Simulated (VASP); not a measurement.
# CdSiN2 (P-4m2) in VASP: a series of runs

The runs below take CdSiN2 through single point, with PBE, r2SCAN.

Everything below comes from runs of VASP 6.6.1. Logs are shortened: lines on timing, memory, paths and dates and some standing lists are left out, and cuts for length are marked.

**1. The cell of the first run**

The structure is tetragonal, space group P-4m2 (No. 115). Conventional cell: a = 2.964 Å, b = 2.964 Å, c = 5.110 Å, α = 90.00°, β = 90.00°, γ = 90.00°. Cd (site symmetry -4m2) has 4 N at 2.20 Å and 4 Cd at 2.96 Å within 3.0 Å. N (site symmetry 2mm) has 2 Si at 1.75 Å and 2 Cd at 2.20 Å within 2.3 Å. Si (site symmetry -4m2) has 4 N at 1.75 Å within 2.3 Å.

**2. Single point, PBE (biaxial xy strain -2.3%)**

File INCAR:

```
ALGO     = Normal         # electronic algorithm
EDIFF    = 1E-6           # SCF threshold, eV
ENCUT    = 520            # plane-wave cutoff, eV
GGA      = PE             # functional
ISIF     = 2              # what is computed and relaxed
ISMEAR   = -1             # smearing method
LASPH    = T              # aspherical terms in the spheres
LCHARG   = F              # write CHGCAR
LREAL    = F              # projectors in reciprocal space
LWAVE    = F              # write WAVECAR
NBANDS   = 21             # bands
NELM     = 100            # most SCF steps
PREC     = Accurate       # precision mode
SIGMA    = 0.02           # smearing width, eV
```

File KPOINTS:

```
k-points
0
Gamma
  8 8 6
```

File POSCAR:

```
CdSiN2
1.0
    2.9635999126      0.0000000000      0.0000000000
    0.0000000000      2.9635999126      0.0000000000
    0.0000000000      0.0000000000      5.1102333328
Cd N Si
1 2 1
Direct
    0.0000000000      0.0000000000      0.0000000000
    0.0000000000      0.5000000000      0.3179699104
    0.5000000000      0.0000000000      0.6820300896
    0.5000000000      0.5000000000      0.5000000000
```

Potentials or basis: VASP PAW PBE potentials, release 64 (Cd, N, Si).

Command:

```console
$ cat potpaw_PBE.64/Cd/POTCAR potpaw_PBE.64/N/POTCAR potpaw_PBE.64/Si/POTCAR > POTCAR
$ mpirun -np 1 vasp_std > vasp.out
```

OUTCAR:

```text
EDIFF = 1E-6
   ENCUT = 520
   GGA = PE
   ISIF = 2
   ISMEAR = -1
   LASPH = T
   LREAL = F
   NELM = 100
   PREC = Accurate

 ion  position               nearest neighbor table
   1  0.000  0.000  0.000-   2 2.20   3 2.20   2 2.20   3 2.20   4 3.30   4 3.30   4 3.30   4 3.30
                             4 3.30   4 3.30   4 3.30   4 3.30
   2  0.000  0.500  0.318-   4 1.75   4 1.75   1 2.20   1 2.20
   3  0.500  0.000  0.682-   4 1.75   4 1.75   1 2.20   1 2.20
   4  0.500  0.500  0.500-   2 1.75   3 1.75   3 1.75   2 1.75   1 3.30   1 3.30   1 3.30   1 3.30
                             1 3.30   1 3.30   1 3.30   1 3.30

  LATTYP: Found a simple tetragonal cell.
 ALAT       =     2.9635999126
 C/A-ratio  =     1.7243330691

  Lattice vectors:

 A1 = (   2.9635999126,   0.0000000000,   0.0000000000)
 A2 = (   0.0000000000,   2.9635999126,   0.0000000000)
 A3 = (   0.0000000000,   0.0000000000,   5.1102333328)

Analysis of symmetry for initial positions (statically):
=====================================================================
 Subroutine PRICEL returns:
 Original cell was already a primitive cell.

 Routine SETGRP: Setting up the symmetry group for a
 simple tetragonal supercell.

 Subroutine GETGRP returns: Found  8 space group operations
 (whereof  8 operations were pure point group operations)
 out of a pool of 16 trial point group operations.

The static configuration has the point symmetry D_2d.

Analysis of symmetry for dynamics (positions and initial velocities):
=====================================================================
 Subroutine PRICEL returns:
 Original cell was already a primitive cell.

 Routine SETGRP: Setting up the symmetry group for a
 simple tetragonal supercell.

 Subroutine GETGRP returns: Found  8 space group operations
 (whereof  8 operations were pure point group operations)
 out of a pool of 16 trial point group operations.

The dynamic configuration has the point symmetry D_2d.

 Subroutine INISYM returns: Found  8 space group operations
 (whereof  8 operations are pure point group operations),
 and found     1 'primitive' translations

----------------------------------------------------------------------------------------
[... 92 lines left out ...]
   LNONCOLLINEAR =      F non collinear calculations
   LSORBIT =      F    spin-orbit coupling
   LASPH  =      T    aspherical Exc in radial PAW
   ENCUT  =  520.0 eV  38.22 Ry    6.18 a.u.   5.51  5.51  9.50*2*pi/ulx,y,z
   NELM   =    100;   NELMIN=  2; NELMDL= -5     # of ELM steps
   EDIFF  = 0.1E-05   stopping-criterion for ELM
   LREAL  =      F    real-space projection
   EDIFFG = 0.1E-04   stopping-criterion for IOM
   NSW    =      0    number of steps for IOM
   IBRION =     -1    ionic relax: 0-MD 1-quasi-New 2-CG
   NFREE  =      0    steps in history (QN), initial steepest desc. (CG)
   ISIF   =      2    stress and relaxation
   ISYM   =      2    0-nonsym 1-usesym 2-fastsym
   POTIM  = 0.5000    time-step for ionic-motion
   TEBEG  =    0.0;   TEEND  =   0.0 temperature during run
   PSTRESS=    0.0 pullay stress
   NELECT =      26.0000    total number of electrons
   NUPDOWN=      -1.0000    fix difference up-down
   EMIN   =  10.00;   EMAX   =-10.00  energy-range for DOS
   EFERMI =   0.00;   METHOD = LEGACY
   ISMEAR =    -1;   SIGMA  =   0.02  broadening in eV -4-tet -1-fermi 0-gaus
   EFERMI_NEDOS =   21; number of points for ismear=-14 and -15
   IALGO  =     38    algorithm
   IMIX   =      4    mixing-type and parameters
     AMIX     =   0.40;   BMIX     =  1.00
     AMIX_MAG =   1.60;   BMIX_MAG =  1.00
  volume/ion in A,a.u.               =      11.22        75.72
  Fermi-wavevector in a.u.,A,eV,Ry     =   1.364707  2.578922 25.339822  1.862424
  Thomas-Fermi vector in A             =   2.490999
   LORBIT       =      0    0 simple, 1 ext, 2 COOP (PROOUT), +10 PAW based schemes
   GGA     = PE    functional components
   LHFCALC =     F    Hartree Fock is set to
   AEXX    =    0.0000 exact exchange contribution
   IVDW    =     0    specifies the selected vdW correction
   LEPSILON=     F    determine dielectric tensor
   LRPA    =     F    only Hartree local field effects (RPA)
 non-spin polarized calculation
  energy-cutoff  :      520.00
  volume of cell :       44.88
 maximum number of plane-waves:      1236
 NGX is ok and might be reduce to    24
   NGX = 11   NGY = 11   NGZ = 19

 number of electron      26.0000003 magnetization

 Free energy of the ion-electron system (eV)
  ---------------------------------------------------
  ext. energy  EPLUGINS =         0.00000000
  ---------------------------------------------------
  free energy    TOTEN  =       -24.14090171 eV

  energy without entropy =      -24.14090171  energy(sigma->0) =      -24.14090171

 E-fermi :   6.2713     XC(G=0): -11.6843

 val. band max:        5.7781318454   @ k =   0.5000   0.0000   0.5000
 cond. band min:       7.1496199771   @ k =   0.0000   0.0000   0.0000
 fundamental gap:      1.3714881317
 Fermi energy:         6.2712713319

 k-point     1 :       0.0000    0.0000    0.0000
  band No.  band energies     occupation
      1     -11.6315      2.00000
      2      -8.5557      2.00000
      3      -3.1031      2.00000
      4      -2.7759      2.00000
      5      -2.0428      2.00000
      6      -2.0428      2.00000
[... 565 lines left out ...]
     20      17.4509      0.00000
     21      19.6754      0.00000

 [... further k-points ...]

------------------------ aborting loop because EDIFF is reached ----------------------------------------

  FORCE on cell =-STRESS in cart. coord.  units (eV):
  Direction    XX          YY          ZZ          XY          YZ          ZX
  --------------------------------------------------------------------------------------
  -------------------------------------------------------------------------------------
  Total        4.5922226      4.5922226      3.6979744      0.0000000      0.0000000     -0.0000000
  in kB      163.9281872    163.9281872    132.0062823      0.0000000      0.0000000     -0.0000000
  external PRESSURE =     153.2875522 kB  Pullay stress =       0.0000000 kB

 VOLUME and BASIS-vectors are now :
 -----------------------------------------------------------------------------
  energy-cutoff  :      520.00
  volume of cell :       44.88
      direct lattice vectors                 reciprocal lattice vectors
     2.963599913  0.000000000  0.000000000     0.337427463  0.000000000  0.000000000
     0.000000000  2.963599913  0.000000000     0.000000000  0.337427463  0.000000000
     0.000000000  0.000000000  5.110233333     0.000000000  0.000000000  0.195685781

 POSITION                                       TOTAL-FORCE (eV/Angst)
 -----------------------------------------------------------------------------------
      0.00000      0.00000      0.00000        -0.000000      0.000000      0.000000
      0.00000      1.48180      1.62490         0.000000      0.000000      0.016578
      1.48180      0.00000      3.48533         0.000000      0.000000     -0.016578
      1.48180      1.48180      2.55512         0.000000     -0.000000      0.000000
 -----------------------------------------------------------------------------------
    total drift:                                0.000000      0.000000      0.000000

  FREE ENERGIE OF THE ION-ELECTRON SYSTEM (eV)
  ---------------------------------------------------
  free  energy   TOTEN  =       -24.1409017144 eV

  energy  without entropy=      -24.1409017144  energy(sigma->0) =      -24.14090171
```

OSZICAR:

```text
N       E                     dE             d eps       ncg     rms          rms(c)
DAV:   1     0.158982223877E+03    0.15898E+03   -0.14151E+04  2600   0.122E+03
DAV:   2    -0.202993256681E+02   -0.17928E+03   -0.17009E+03  2885   0.304E+02
DAV:   3    -0.293597694536E+02   -0.90604E+01   -0.90069E+01  3094   0.726E+01
DAV:   4    -0.294233285216E+02   -0.63559E-01   -0.63544E-01  2718   0.650E+00
DAV:   5    -0.294237092650E+02   -0.38074E-03   -0.38073E-03  3162   0.489E-01    0.165E+01
DAV:   6    -0.239773725096E+02    0.54463E+01   -0.10916E+01  3725   0.505E+01    0.111E+01
DAV:   7    -0.241985941548E+02   -0.22122E+00   -0.37776E+00  2955   0.141E+01    0.645E+00
DAV:   8    -0.241780776706E+02    0.20516E-01   -0.52287E-01  2895   0.530E+00    0.147E+00
DAV:   9    -0.241405068469E+02    0.37571E-01   -0.17902E-01  3123   0.380E+00    0.307E-01
DAV:  10    -0.241407319160E+02   -0.22507E-03   -0.14629E-02  2875   0.104E+00    0.183E-01
DAV:  11    -0.241408720791E+02   -0.14016E-03   -0.87491E-04  3029   0.286E-01    0.859E-02
DAV:  12    -0.241408915036E+02   -0.19425E-04   -0.22888E-04  3017   0.138E-01    0.277E-02
DAV:  13    -0.241409011465E+02   -0.96429E-05   -0.32094E-05  2880   0.522E-02    0.104E-02
DAV:  14    -0.241409017144E+02   -0.56788E-06   -0.26213E-06  2629   0.176E-02
   1 F= -.24140902E+02 E0= -.24140902E+02  d E =-.218289E-12
```

stdout:

```text
POSCAR found type information on POSCAR CdN Si
 POSCAR found :  3 types and       4 ions
 scaLAPACK will be used
 LDA part: xc-table for (Slater+PW92), standard interpolation
 POSCAR, INCAR and KPOINTS ok, starting setup
 FFT: planning ... GRIDC
 FFT: planning ... GRID_SOFT
 FFT: planning ... GRID
 WAVECAR not read
 entering main loop
```

Wall time 30 s (1 thread of Intel Xeon Platinum 8375C at 2.90GHz (Ice Lake), shared host); peak memory 0.19 GiB.

Results:

```
Free energy            : -24.1409 eV
Pressure               : 15.3 GPa
Largest force          : 0.017 eV/Å
Band gap on the k mesh : 1.37 eV (least direct gap 1.45 eV)
```

Forces in eV/Å, atoms in the order of the input:
```
Cd   0.000  0.000  0.000
N    0.000  0.000  0.017
N    0.000  0.000 -0.017
Si   0.000  0.000  0.000
```

Caveat: the cell differs from its parent crystal (biaxial xy strain -2.3%); the cell stands under pressure.

**3. Single point, r2SCAN (biaxial xy strain -2.3%)**

POSCAR is that of step 2.

File INCAR.step1:

```
SYSTEM = CdSiN2
PREC = Accurate
ENCUT = 520
ISMEAR = 0
SIGMA = 0.01
LREAL = .FALSE.
LASPH = .TRUE.
NELM = 80
NBANDS = 21
GGA = PE
ALGO = Normal
EDIFF = 1E-4
LWAVE = .TRUE.
LCHARG = .FALSE.
```

File INCAR.step2:

```
SYSTEM = CdSiN2
PREC = Accurate
ENCUT = 520
EDIFF = 1E-7
ISMEAR = 0
SIGMA = 0.01
LREAL = .FALSE.
LASPH = .TRUE.
NELM = 80
ALGO = Normal
ISIF = 2
LWAVE = .FALSE.
LCHARG = .FALSE.
METAGGA = R2SCAN
LMIXTAU = .TRUE.
NBANDS = 21
ISTART = 1
```

File KPOINTS:

```
regular mesh
0
G
  8 8 6
  0 0 0
```

Potentials or basis: VASP PAW PBE potentials, release 64 (Cd, N, Si).

Command:

```console
$ cat potpaw_PBE.64/Cd/POTCAR potpaw_PBE.64/N/POTCAR potpaw_PBE.64/Si/POTCAR > POTCAR
$ cp INCAR.step1 INCAR
$ mpirun -np 1 vasp_std > vasp.out
$ cp INCAR.step2 INCAR
$ mpirun -np 1 vasp_std > vasp.out
```

Run time: 1.9 min. Hardware: 1 thread of Intel Xeon Platinum 8375C at 2.90GHz (Ice Lake), shared host; peak memory 0.2 GiB.

Results (log left out):

- Free energy: -49.2748 eV
- Pressure: 11.0 GPa
- Largest force: 0.134 eV/Å
- Band gap on the k mesh: 1.75 eV (least direct gap 1.82 eV)

Forces in eV/Å, atoms in the order of the input:
```
Cd   0.000  0.000  0.000
N    0.000  0.000  0.134
N    0.000  0.000 -0.134
Si   0.000  0.000  0.000
```

Stress tensor (GPa, compression positive):
```
11.98  0.00  0.00
 0.00 11.98  0.00
 0.00  0.00  8.96
```

Levels at points of the mesh, in eV from the valence-band top:
```csv
k point,band 9,band 10,band 11,band 12,band 13,band 14,band 15,band 16,band 17,band 18
"(0.00, 0.00, 0.00)",-4.09,-4.09,-2.68,-0.07,-0.07,1.75,5.02,7.43,11.91,11.92
"(0.50, 0.00, 0.00)",-5.38,-3.57,-3.27,-3.26,-0.10,4.63,5.99,6.59,10.55,11.05
"(0.50, 0.50, 0.00)",-5.42,-3.99,-2.67,-2.67,-1.95,3.30,3.30,7.51,7.91,11.53
"(0.00, 0.00, 0.50)",-4.29,-3.71,-3.71,-0.54,-0.54,4.11,4.68,5.22,9.34,13.03
"(0.50, 0.00, 0.50)",-5.61,-3.29,-2.04,-1.66,0.00,3.69,4.57,7.24,10.00,10.49
"(0.50, 0.50, 0.50)",-4.95,-4.61,-3.58,-3.58,-1.92,6.04,6.04,8.09,8.09,9.59
```

Caveat: the cell differs from its parent crystal (biaxial xy strain -2.3%); the cell stands under pressure; the PAW data sets were made with another functional, which shifts forces and pressure a little.
